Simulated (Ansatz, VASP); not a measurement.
## One calculation of CaMg2O3, two programs

```
Ca Mg O
1.0
     4.11827    0.00000    0.00000
    -2.05914    3.56653    0.00000
     0.00000    0.00000    6.60807
Ca Mg O
1 2 3
Direct
  0.00000 0.00000 0.00000
  0.33333 0.66667 0.25575
  0.66667 0.33333 0.74425
  0.33333 0.66667 0.64600
  0.66667 0.33333 0.35400
  0.00000 0.00000 0.50000
```

Change from the starting cell: species swapped into the Li3LaBi2 type (P-3m1, No. 164).

Alike in both runs: task single point; functional PBE; k mesh 6 × 6 × 4; occupations gaussian, width 0.1 eV; collinear spin.

```csv
,VASP,Ansatz
version,VASP 6.6.1,Ansatz 0.2.0
potentials or method,"VASP PAW PBE potentials, release 64 (Ca_sv, Mg, O), cutoff 520 eV","scalar-relativistic, plane waves, PAW"
valence electrons in the cell,32,48
```

|  | VASP | Ansatz | Ansatz less VASP |
| --- | --- | --- | --- |
| gap on the k mesh at the Fermi level (eV) | none | none | - |
| pressure (GPa) | -7.8 | -7.7 | +0.12 |
| traceless stress, the component that is largest in VASP (GPa) | -4.68 | -4.70 | -0.021 |
| rms of the force components (eV/Å) | 1.781 | 1.781 | +0.0002 |
| net moment per atom (μB) | 0.30 | 0.29 | -0.001 |
| size of the moment on the site where the two differ most (μB) | 1.05 | 1.22 | +0.170 |

Site moments also hang on the region over which each program counts them. Atom by atom the forces differ by 0.001 eV/Å (rms over components). A gap of «none» marks a metal or a gap that the smearing closes. The functional is the same, so the differences come from potentials, cutoffs and numerics. VASP's potentials hold 32 valence electrons a cell and Ansatz's 48, so a difference there can come from the potentials and not from the codes.
